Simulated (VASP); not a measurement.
A run of VASP 6.6.1:

The input INCAR:

```
SYSTEM = GaP
  PREC = Accurate
  ENCUT = 520
  EDIFF = 1E-6
  ISMEAR = 0
  SIGMA = 0.05
  LREAL = .FALSE.
  LASPH = .TRUE.
  NELM = 80
  ALGO = Normal
  ISIF = 2
  LWAVE = .FALSE.
  LCHARG = .FALSE.
  GGA = PS
  NBANDS = 16
```

The input KPOINTS:

```
Automatic mesh
0
G
  8 8 8
  0 0 0
```

Contents of POSCAR:

```
GaP
1.0
    0.0000000000      2.9432700000      2.9432700000
    2.9432700000      0.0000000000      2.9432700000
    2.9432700000      2.9432700000      0.0000000000
Ga P
1 1
Direct
    0.0000000000      0.0000000000      0.0000000000
    0.7500000000      0.7500000000      0.7500000000
```

Potentials or basis: VASP PAW PBE potentials, release 64 (Ga_d, P).

Run with:

```sh
$ cat potpaw_PBE.64/Ga_d/POTCAR potpaw_PBE.64/P/POTCAR > POTCAR
$ mpirun -np 1 vasp_std > vasp.out
```

Hardware: 1 thread of AMD EPYC 7R43 64-Core Processor (Zen 3), with other jobs on the host.

**Question.** How long does it take, and how much memory?

**Answer.** Wall time 25 s on 1 thread of AMD EPYC 7R43 64-Core Processor (Zen 3), on a shared host, peak memory 0.15 GiB. Counts: scf iterations 12, k points 29.
